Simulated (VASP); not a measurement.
## NaF: single point with PBE

NaF:

```xyz
2
Lattice="2.7935 0.0000 0.0000 0.0000 2.7935 0.0000 0.0000 0.0000 2.7935" Properties=species:S:1:pos:R:3 pbc="T T T"
Na    0.0000    0.0000    0.0000
F     1.3967    1.3967    1.3967
```

| Property | Result |
| --- | --- |
| Program | VASP 6.6.1 |
| Task | single point |
| Functional | PBE |
| Potentials or basis | VASP PAW PBE potentials, release 64 (Na_pv, F) |
| Cutoff | 520 eV |
| k mesh | 4 × 4 × 4 |
| Occupations | gaussian, width 0.01 eV |
| Spin | no spin polarisation |

The pressure is 4.2 GPa. The band gap on the k mesh is 6.11 eV, indirect (least direct gap 6.45 eV).

Levels at points of the mesh, in eV from the valence-band top:
```tsv
k point	band 4	band 5	band 6	band 7	band 8	band 9	band 10	band 11
(0.00, 0.00, 0.00)	-19.90	-0.34	-0.34	-0.34	6.11	15.77	15.77	24.02
(0.50, 0.00, 0.00)	-19.04	-2.66	-0.21	-0.21	10.87	11.89	19.98	21.21
(0.50, 0.50, 0.00)	-19.35	-1.89	-1.89	0.00	11.98	15.30	15.30	15.64
(0.50, 0.50, 0.50)	-19.11	-1.66	-1.66	-1.66	14.43	14.43	14.43	19.45
```

Run time: 2.9 s on 1 thread of Intel(R) Xeon(R) Platinum 8488C (Sapphire Rapids) (shared host), peak memory 0.13 GiB.

Caveat: the k points lie up to 0.56 Å⁻¹ apart. PBE gaps usually lie below the measured ones, often by a third to a half.
